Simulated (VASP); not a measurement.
A run of VASP 6.6.1:

File INCAR:

```
ALGO = Normal
EDIFF = 1E-6
ENCUT = 520
GGA = PE
ISIF = 2
ISMEAR = 0
LASPH = T
LCHARG = F
LREAL = F
LWAVE = F
NBANDS = 30
NELM = 80
PREC = Accurate
SIGMA = 0.1
```

The input KPOINTS:

```
k-points
0
Gamma
  12 12 12
```

POSCAR

```
Sn3H
1.0
   -2.9695025313      2.9695025313      2.9695025313
    2.9695025313     -2.9695025313      2.9695025313
    2.9695025313      2.9695025313     -2.9695025313
Sn H
3 1
Direct
    0.0000000000      0.5000000000      0.5000000000
    0.5000000000      0.0000000000      0.5000000000
    0.5000000000      0.5000000000      0.0000000000
    0.0000000000      0.0000000000      0.0000000000
```

Potentials or basis: VASP PAW PBE potentials, release 64 (Sn_d, H).

The run is started by

```sh
$ cat potpaw_PBE.64/Sn_d/POTCAR potpaw_PBE.64/H/POTCAR > POTCAR
$ mpirun -np 1 vasp_std > vasp.out
```

Hardware: 1 thread of Intel Xeon 6975P-C (shared host).

Problem. How long does it take, and how much memory?

Solution. It took 2.7 min on 1 thread of Intel Xeon 6975P-C, with other jobs on the host, peak memory 0.35 GiB. Counts: scf iterations 13, k points 72.
